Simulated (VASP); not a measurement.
Write the native input for VASP 6.6.1 that does the following.

- Task: single point
- Functional: PBEsol
- Potentials or basis: VASP PAW PBE potentials, release 64 (Hf_pv, O)
- Cutoff: 520 eV
- k mesh: 6 × 6 × 8
- Occupations: gaussian, width 0.05 eV
- Spin: no spin polarisation
- Dipole correction: no
- Further INCAR settings: ALGO = Normal; EDIFF = 1e-06; NBANDS = 31

The structure of HfO2 lies in POSCAR:

```
HfO2
1.0
    4.8307835077      0.0000000000      0.0000000000
    0.0000000000      4.8307835077      0.0000000000
    0.0000000000      0.0000000000      3.2101828971
Hf O
2 4
Direct
    0.0000000000      0.0000000000      0.0000000000
    0.5000000000      0.5000000000      0.5000000000
    0.1949828631      0.8050171369      0.4732102491
    0.3050171369      0.3050171369      0.0000000000
    0.6949828631      0.6949828631      0.0000000000
    0.8050171369      0.1949828631      0.5267897509
```

These files were run (other wordings do the same):

INCAR

```
SYSTEM = HfO2
ALGO = Normal
EDIFF = 1E-6
ENCUT = 520
GGA = PS
ISIF = 2
ISMEAR = 0
LASPH = .True.
LCHARG = .False.
LREAL = .False.
LWAVE = .False.
NBANDS = 31
NELM = 60
PREC = Accurate
SIGMA = 0.05
```

KPOINTS

```
k-points
0
Gamma
  6 6 8
  0 0 0
```

Potentials or basis: VASP PAW PBE potentials, release 64 (Hf_pv, O).

The run is started by

```bash
$ cat potpaw_PBE.64/Hf_pv/POTCAR potpaw_PBE.64/O/POTCAR > POTCAR
$ mpirun -np 1 vasp_std > vasp.out
```

It gave:

```json
{
 "Pressure": "-2.0 GPa",
 "Largest force": "1.179 eV/Å",
 "Band gap on the k mesh": "3.85 eV, direct"
}
```

Caveat: the PAW data sets were made with another functional, which shifts forces and pressure a little; spin-orbit coupling is left out, which moves the levels of the heavy elements.

Wall time 2.5 min on 1 thread of Intel Xeon 6975P-C, with other jobs on the host, peak memory 0.29 GiB.
